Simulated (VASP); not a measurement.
# Ta2N (P-3m1) in VASP: further runs

The runs below take Ta2N through single point, with LDA.

Program: VASP 6.6.1. These are calculated values, not measurements. Logs are shortened: lines on timing, memory, paths and dates and some standing lists are left out, and cuts for length are marked.

**1. The cell of the first run**

The structure is trigonal, space group P-3m1 (No. 164). The conventional cell has a = 3.034 Å, b = 3.034 Å, c = 4.744 Å, α = 90.00°, β = 90.00°, γ = 120.00°. Within 2.8 Å of Ta (site symmetry 3m) lie 3 N at 2.12 Å. Within 2.8 Å of N (site symmetry -3m) lie 6 Ta at 2.12 Å.

**2. Single point, LDA (12.61 Å³/atom)**

File INCAR:

```
SYSTEM = Ta2N
PREC = Accurate
ENCUT = 520
EDIFF = 1E-7
ISMEAR = 0
SIGMA = 0.15
LREAL = .False.
LASPH = .True.
NELM = 100
ALGO = Normal
ISIF = 2
LWAVE = .False.
LCHARG = .False.
NBANDS = 20
```

File KPOINTS:

```
Automatic mesh
0
Gamma
  18 18 10
  0 0 0
```

File POSCAR:

```
Ta2N
1.0
    3.0343804656      0.0000000000      0.0000000000
   -1.5171902328      2.6278505679      0.0000000000
    0.0000000000      0.0000000000      4.7442289782
Ta N
2 1
Direct
    0.6666666667      0.3333333333      0.7466885012
    0.3333333333      0.6666666667      0.2533114988
    0.0000000000      0.0000000000      0.0000000000
```

Potentials or basis: VASP PAW LDA potentials, release 64 (Ta_pv, N).

Started as:

```
$ cat potpaw_LDA.64/Ta_pv/POTCAR potpaw_LDA.64/N/POTCAR > POTCAR
$ mpirun -np 1 vasp_std > vasp.out
```

OUTCAR:

```text
SYSTEM = Ta2N
   PREC = Accurate
   ENCUT = 520
   EDIFF = 1E-7
   ISMEAR = 0
   LREAL = .False.
   LASPH = .True.
   NELM = 100
   ISIF = 2

 ion  position               nearest neighbor table
   1  0.667  0.333  0.747-   3 2.12   3 2.12   3 2.12   2 2.92   2 2.92   2 2.92   2 2.97   2 2.97
                             2 2.97
   2  0.333  0.667  0.253-   3 2.12   3 2.12   3 2.12   1 2.92   1 2.92   1 2.92   1 2.97   1 2.97
                             1 2.97
   3  0.000  0.000  0.000-   1 2.12   2 2.12   2 2.12   1 2.12   1 2.12   2 2.12

  LATTYP: Found a hexagonal cell.
 ALAT       =     3.0343804656
 C/A-ratio  =     1.5634918007

  Lattice vectors:

 A1 = (   3.0343804656,   0.0000000000,   0.0000000000)
 A2 = (  -1.5171902328,   2.6278505679,   0.0000000000)
 A3 = (   0.0000000000,   0.0000000000,   4.7442289782)

Analysis of symmetry for initial positions (statically):
=====================================================================
 Subroutine PRICEL returns:
 Original cell was already a primitive cell.

 Routine SETGRP: Setting up the symmetry group for a
 hexagonal supercell.

 Subroutine GETGRP returns: Found 12 space group operations
 (whereof 12 operations were pure point group operations)
 out of a pool of 24 trial point group operations.

The static configuration has the point symmetry D_3d.

Analysis of symmetry for dynamics (positions and initial velocities):
=====================================================================
 Subroutine PRICEL returns:
 Original cell was already a primitive cell.

 Routine SETGRP: Setting up the symmetry group for a
 hexagonal supercell.

 Subroutine GETGRP returns: Found 12 space group operations
 (whereof 12 operations were pure point group operations)
 out of a pool of 24 trial point group operations.

The dynamic configuration has the point symmetry D_3d.

 Subroutine INISYM returns: Found 12 space group operations
 (whereof 12 operations are pure point group operations),
 and found     1 'primitive' translations

----------------------------------------------------------------------------------------

                                     Primitive cell

  volume of cell :      37.8300

  direct lattice vectors                    reciprocal lattice vectors
     3.034380466  0.000000000  0.000000000     0.329556564  0.190269571  0.000000000
    -1.517190233  2.627850568  0.000000000     0.000000000  0.380539142  0.000000000
     0.000000000  0.000000000  4.744228978     0.000000000  0.000000000  0.210782406

  length of vectors
     3.034380466  3.034380466  4.744228978     0.380539142  0.380539142  0.210782406

  position of ions in fractional coordinates (direct lattice)
     0.666666667  0.333333333  0.746688501
     0.333333333  0.666666667  0.253311499
     0.000000000  0.000000000  0.000000000

  ion indices of the primitive-cell ions
   primitive index   ion index
                 1           1
                 2           2
                 3           3

----------------------------------------------------------------------------------------

 KPOINTS: Automatic mesh

Automatic generation of k-mesh.
 Grid dimensions read from file:
 generate k-points for:   18   18   10

 Generating k-lattice:

  Cartesian coordinates                     Fractional coordinates (reciprocal lattice)
     0.018308698  0.010570532  0.000000000     0.055555556  0.000000000  0.000000000
     0.000000000  0.021141063  0.000000000     0.000000000  0.055555556  0.000000000
     0.000000000  0.000000000  0.021078241     0.000000000  0.000000000  0.100000000

  Length of vectors
     0.021141063  0.021141063  0.021078241

  Shift w.r.t. Gamma in fractional coordinates (k-lattice)
     0.000000000  0.000000000  0.000000000

 Subroutine IBZKPT returns following result:
 ===========================================

 Found    330 irreducible k-points:

 Following reciprocal coordinates:
            Coordinates               Weight
  0.000000  0.000000  0.000000      1.000000
  0.055556 -0.000000  0.000000      6.000000
  0.111111 -0.000000  0.000000      6.000000
  0.166667 -0.000000  0.000000      6.000000
  0.222222 -0.000000  0.000000      6.000000
  0.277778 -0.000000  0.000000      6.000000
[... 16 lines left out ...]
  0.333333  0.111111  0.000000     12.000000
  0.388889  0.111111  0.000000     12.000000
 [... further k-points ...]
   k-points           NKPTS =    330   k-points in BZ     NKDIM =    330   number of bands    NBANDS=     20
   number of dos      NEDOS =    301   number of ions     NIONS =      3
   total plane-waves  NPLWV =  20736
   dimension x,y,z NGX =    24 NGY =   24 NGZ =   36
   dimension x,y,z NGXF=    48 NGYF=   48 NGZF=   72
   ions per type =               2   1
   NGX,Y,Z   is equivalent  to a cutoff of  13.15, 13.15, 12.62 a.u.
   NGXF,Y,Z  is equivalent  to a cutoff of  26.30, 26.30, 25.23 a.u.
 SYSTEM =  Ta2N
   PREC   = accura    normal or accurate (medium, high low for compatibility)
   ISTART =      0    job   : 0-new  1-cont  2-samecut
   ICHARG =      2    charge: 1-file 2-atom 10-const
   ISPIN  =      1    spin polarized calculation?
   LNONCOLLINEAR =      F non collinear calculations
   LSORBIT =      F    spin-orbit coupling
   LASPH  =      T    aspherical Exc in radial PAW
   ENCUT  =  520.0 eV  38.22 Ry    6.18 a.u.   5.64  5.64  8.82*2*pi/ulx,y,z
   NELM   =    100;   NELMIN=  2; NELMDL= -5     # of ELM steps
   EDIFF  = 0.1E-06   stopping-criterion for ELM
   LREAL  =      F    real-space projection
   EDIFFG = 0.1E-05   stopping-criterion for IOM
   NSW    =      0    number of steps for IOM
   IBRION =     -1    ionic relax: 0-MD 1-quasi-New 2-CG
   NFREE  =      0    steps in history (QN), initial steepest desc. (CG)
   ISIF   =      2    stress and relaxation
   ISYM   =      2    0-nonsym 1-usesym 2-fastsym
   POTIM  = 0.5000    time-step for ionic-motion
   TEBEG  =    0.0;   TEEND  =   0.0 temperature during run
   PSTRESS=    0.0 pullay stress
   NELECT =      27.0000    total number of electrons
   NUPDOWN=      -1.0000    fix difference up-down
   EMIN   =  10.00;   EMAX   =-10.00  energy-range for DOS
   EFERMI =   0.00;   METHOD = LEGACY
   ISMEAR =     0;   SIGMA  =   0.15  broadening in eV -4-tet -1-fermi 0-gaus
   EFERMI_NEDOS =   21; number of points for ismear=-14 and -15
   IALGO  =     38    algorithm
   IMIX   =      4    mixing-type and parameters
     AMIX     =   0.40;   BMIX     =  1.00
     AMIX_MAG =   1.60;   BMIX_MAG =  1.00
  volume/ion in A,a.u.               =      12.61        85.10
  Fermi-wavevector in a.u.,A,eV,Ry     =   1.463021  2.764709 29.122335  2.140431
  Thomas-Fermi vector in A             =   2.579166
   LORBIT       =      0    0 simple, 1 ext, 2 COOP (PROOUT), +10 PAW based schemes
   GGA     = CA    functional components
   LHFCALC =     F    Hartree Fock is set to
   AEXX    =    0.0000 exact exchange contribution
   IVDW    =     0    specifies the selected vdW correction
   LEPSILON=     F    determine dielectric tensor
   LRPA    =     F    only Hartree local field effects (RPA)
 non-spin polarized calculation
 Gauss-broadening in eV      SIGMA  =   0.15
  energy-cutoff  :      520.00
  volume of cell :       37.83
 maximum number of plane-waves:      1035
 NGX is ok and might be reduce to    24
   NGX = 11   NGY = 11   NGZ = 17

 number of electron      27.0000000 magnetization

 Free energy of the ion-electron system (eV)
  ---------------------------------------------------
  ext. energy  EPLUGINS =         0.00000000
  ---------------------------------------------------
  free energy    TOTEN  =       -37.62022651 eV

  energy without entropy =      -37.60732759  energy(sigma->0) =      -37.61377705

 E-fermi :   8.0496     XC(G=0): -13.4505

 val. band max:        8.0473110977   @ k =   0.2222  -0.0000   0.0000
 cond. band min:       8.0530294214   @ k =   0.0556   0.0556   0.0000
 fundamental gap:      0.0057183237
 Fermi energy:         8.0495825768

 k-point     1 :       0.0000    0.0000    0.0000
  band No.  band energies     occupation
      1     -27.4636      2.00000
      2     -26.4824      2.00000
      3     -26.4824      2.00000
      4     -26.3210      2.00000
      5     -26.3210      2.00000
      6     -26.1823      2.00000
[... 12 lines left out ...]
     19       9.3717      0.00000
     20      13.6684      0.00000

 k-point     2 :       0.0556   -0.0000    0.0000
  band No.  band energies     occupation
      1     -27.4515      2.00000
      2     -26.5078      2.00000
      3     -26.4918      2.00000
      4     -26.3464      2.00000
      5     -26.3225      2.00000
      6     -26.1869      2.00000
[... 12 lines left out ...]
     19       9.6354      0.00000
     20      13.7174      0.00000

 k-point     3 :       0.1111   -0.0000    0.0000
  band No.  band energies     occupation
      1     -27.4160      2.00000
      2     -26.5808      2.00000
      3     -26.5179      2.00000
      4     -26.4178      2.00000
      5     -26.3279      2.00000
      6     -26.2012      2.00000
[... 12 lines left out ...]
     19      10.3641      0.00000
     20      13.7052      0.00000

 k-point     4 :       0.1667   -0.0000    0.0000
  band No.  band energies     occupation
      1     -27.3594      2.00000
      2     -26.6929      2.00000
      3     -26.5558      2.00000
      4     -26.5229      2.00000
      5     -26.3380      2.00000
      6     -26.2256      2.00000
[... 12 lines left out ...]
     19      11.3896      0.00000
     20      13.5127      0.00000

 k-point     5 :       0.2222   -0.0000    0.0000
  band No.  band energies     occupation
      1     -27.2859      2.00000
      2     -26.8297      2.00000
      3     -26.6457      2.00000
      4     -26.5998      2.00000
      5     -26.3525      2.00000
      6     -26.2605      2.00000
[... 12 lines left out ...]
     19      12.3760      0.00000
     20      13.2953      0.00000
[... 353 lines left out ...]
      6     -26.3205      2.00000
[... 12 lines left out ...]
     19      13.1066      0.00000
     20      13.6311      0.00000

 k-point    22 :       0.2778    0.1111    0.0000
  band No.  band energies     occupation
      1     -27.1454      2.00000
      2     -27.0356      2.00000
      3     -26.9182      2.00000
      4     -26.6882      2.00000
      5     -26.4452      2.00000
      6     -26.3744      2.00000
[... 12 lines left out ...]
     19      13.2053      0.00000
     20      13.8636      0.00000

 k-point    23 :       0.3333    0.1111    0.0000
  band No.  band energies     occupation
      1     -27.2226      2.00000
      2     -26.9967      2.00000
      3     -26.9487      2.00000
      4     -26.7435      2.00000
      5     -26.4644      2.00000
      6     -26.4325      2.00000
[... 12 lines left out ...]
     19      13.2795      0.00000
     20      13.5734      0.00000

 k-point    24 :       0.3889    0.1111    0.0000
  band No.  band energies     occupation
      1     -27.2849      2.00000
      2     -27.0185      2.00000
      3     -26.8940      2.00000
      4     -26.7794      2.00000
      5     -26.4878      2.00000
      6     -26.4735      2.00000
[... 12 lines left out ...]
     19      13.2240      0.00000
     20      13.3819      0.00000

 [... further k-points ...]
[... 5 lines left out ...]
  --------------------------------------------------------------------------------------
  -------------------------------------------------------------------------------------
  Total        2.5742563      2.5742563      2.5536250      0.0000000      0.0000000      0.0000000
  in kB      109.0249821    109.0249821    108.1512066      0.0000000      0.0000000      0.0000000
  external PRESSURE =     108.7337236 kB  Pullay stress =       0.0000000 kB

 VOLUME and BASIS-vectors are now :
 -----------------------------------------------------------------------------
  energy-cutoff  :      520.00
  volume of cell :       37.83
      direct lattice vectors                 reciprocal lattice vectors
     3.034380466  0.000000000  0.000000000     0.329556564  0.190269571  0.000000000
    -1.517190233  2.627850568  0.000000000     0.000000000  0.380539142  0.000000000
     0.000000000  0.000000000  4.744228978     0.000000000  0.000000000  0.210782406

 POSITION                                       TOTAL-FORCE (eV/Angst)
 -----------------------------------------------------------------------------------
      1.51719      0.87595      3.54246        -0.000000      0.000000     -0.273380
     -0.00000      1.75190      1.20177        -0.000000      0.000000      0.273380
      0.00000      0.00000      0.00000         0.000000      0.000000      0.000000
 -----------------------------------------------------------------------------------
    total drift:                                0.000000     -0.000000      0.000000

  FREE ENERGIE OF THE ION-ELECTRON SYSTEM (eV)
  ---------------------------------------------------
  free  energy   TOTEN  =       -37.6202265104 eV

  energy  without entropy=      -37.6073275888  energy(sigma->0) =      -37.61377705
```

It took 77 s on 1 thread of Intel Xeon 6975P-C (Granite Rapids), shared host; peak memory 0.32 GiB.

What came out:

* Free energy: -37.6202 eV
* Pressure: 10.9 GPa
* Largest force: 0.273 eV/Å
* Band gap on the k mesh: zero (an odd number of electrons rules out a gap without spin polarisation)

Forces on the atoms (eV/Å):
```
Ta   0.000  0.000 -0.273
Ta   0.000  0.000  0.273
N    0.000  0.000  0.000
```

Stress tensor (GPa, compression positive):
```
10.90  0.00  0.00
 0.00 10.90  0.00
 0.00  0.00 10.82
```

Caveat: the cell stands under pressure; spin-orbit coupling is left out, which moves the levels of the heavy elements.

**3. Single point, LDA (12.61 Å³/atom)**

File INCAR:

```
ALGO = Normal
EDIFF = 1E-7
ENCUT = 520
ISIF = 2
ISMEAR = 0
LASPH = T
LCHARG = F
LREAL = F
LWAVE = F
NBANDS = 20
NELM = 100
PREC = Accurate
SIGMA = 0.15
```

File KPOINTS:

```
k-points
0
Gamma
  18 18 10
```

File POSCAR:

```
Ta2N
1.0
    3.0889394892      0.0000000000      0.0000000000
   -1.5444697446      2.6751000684      0.0000000000
    0.0000000000      0.0000000000      4.5781172170
Ta N
2 1
Direct
    0.6666666667      0.3333333333      0.7466885012
    0.3333333333      0.6666666667      0.2533114988
    0.0000000000      0.0000000000      0.0000000000
```

Potentials or basis: VASP PAW LDA potentials, release 64 (Ta_pv, N).

Started as:

```
$ cat potpaw_LDA.64/Ta_pv/POTCAR potpaw_LDA.64/N/POTCAR > POTCAR
$ mpirun -np 1 vasp_std > vasp.out
```

Run time: 69 s. Hardware: 1 thread of Intel Xeon 6975P-C (Granite Rapids), shared host; peak memory 0.31 GiB.

Results (log left out):

```
Free energy            : -37.5629 eV
Pressure               : 11.2 GPa
Largest force          : 0.163 eV/Å
Band gap on the k mesh : zero (an odd number of electrons rules out a gap without spin polarisation)
```

Forces in eV/Å, atoms in the order of the input:
```
Ta   0.000  0.000  0.163
Ta   0.000  0.000 -0.163
N    0.000  0.000  0.000
```

Stress tensor (GPa, compression positive):
```
 6.54  0.00  0.00
 0.00  6.54  0.00
 0.00  0.00 20.59
```

Levels at points of the mesh, in eV from the Fermi level:
```csv
k point,band 9,band 10,band 11,band 12,band 13,band 14,band 15,band 16,band 17,band 18
"(0.00, 0.00, 0.00)",-6.64,-6.64,-4.53,-0.24,-0.24,-0.15,-0.07,-0.07,0.44,1.35
"(0.50, 0.00, 0.00)",-6.83,-6.51,-4.87,-2.68,-1.28,1.68,2.72,3.90,4.28,4.44
"(0.00, 0.00, 0.50)",-6.88,-6.88,-2.51,-2.25,-1.49,-1.49,2.25,2.36,2.63,2.63
"(0.50, 0.00, 0.50)",-6.77,-6.46,-3.28,-2.07,-1.99,0.14,0.68,3.17,3.48,4.15
```

Caveat: the cell stands under pressure; spin-orbit coupling is left out, which moves the levels of the heavy elements.

**4. Single point, LDA (12.61 Å³/atom)**

File INCAR:

```
SYSTEM = Ta2N
PREC = Accurate
ENCUT = 520
EDIFF = 1E-6
ISMEAR = 0
SIGMA = 0.15
LREAL = .FALSE.
LASPH = .TRUE.
NELM = 80
ALGO = Normal
ISIF = 2
LWAVE = .FALSE.
LCHARG = .FALSE.
NBANDS = 20
```

File KPOINTS:

```
Automatic mesh
0
G
  18 18 10
  0 0 0
```

File POSCAR:

```
Ta2N
1.0
    2.9808172458      0.0000000000      0.0000000000
   -1.4904086229      2.5814634589      0.0000000000
    0.0000000000      0.0000000000      4.9162618834
Ta N
2 1
Direct
    0.6666666667      0.3333333333      0.7466885012
    0.3333333333      0.6666666667      0.2533114988
    0.0000000000      0.0000000000      0.0000000000
```

Started as:

```
$ cat potpaw_LDA.64/Ta_pv/POTCAR potpaw_LDA.64/N/POTCAR > POTCAR
$ mpirun -np 1 vasp_std > vasp.out
```

Run time: 74 s. Hardware: 1 thread of Intel Xeon 6975P-C (Granite Rapids), shared host; peak memory 0.32 GiB.

The run converged. Its results:

```
Free energy            : -37.5677 eV
Pressure               : 11.1 GPa
Largest force          : 0.708 eV/Å
Band gap on the k mesh : zero (an odd number of electrons rules out a gap without spin polarisation)
```

Forces in eV/Å, atoms in the order of the input:
```
Ta   0.000  0.000 -0.708
Ta   0.000  0.000  0.708
N    0.000  0.000  0.000
```

Stress tensor (GPa, compression positive):
```
15.21  0.00  0.00
 0.00 15.21  0.00
 0.00  0.00  2.96
```

Levels at points of the mesh, in eV from the Fermi level:
```
           k point  band 12  band 13  band 14  band 15  band 16  band 17
(0.00, 0.00, 0.00)    -1.23    -0.27    -0.27     0.33     0.70     0.70
(0.50, 0.00, 0.00)    -2.43    -1.09     1.31     2.61     4.30     4.40
(0.00, 0.00, 0.50)    -2.79    -1.00    -1.00     1.69     2.48     2.48
(0.50, 0.00, 0.50)    -1.94    -1.92    -0.40     1.07     4.08     4.31
```

Caveat: the cell stands under pressure; spin-orbit coupling is left out, which moves the levels of the heavy elements.

**5. Overview**

| cell | gap on the mesh (eV) | pressure (GPa) | largest force (eV/Å) |
| --- | --- | --- | --- |
| a = 3.034, b = 3.034, c = 4.744 Å, angles 90.0, 90.0, 120.0°, 3 atoms | none | 10.9 | 0.27 |
| a = 3.089, b = 3.089, c = 4.578 Å, angles 90.0, 90.0, 120.0°, 3 atoms | none | 11.2 | 0.16 |
| a = 2.981, b = 2.981, c = 4.916 Å, angles 90.0, 90.0, 120.0°, 3 atoms | none | 11.1 | 0.71 |

Alike in all rows: task single point; level LDA; potentials or basis VASP PAW LDA potentials, release 64 (Ta_pv, N); no spin polarisation; k mesh 18 × 18 × 10; cutoff (eV) 520; smearing gaussian 0.15 eV.

Caveats: the cell stands under pressure; spin-orbit coupling is left out, which moves the levels of the heavy elements.

Total energies depend on the potentials used, so only differences within one code and one set of settings carry meaning.
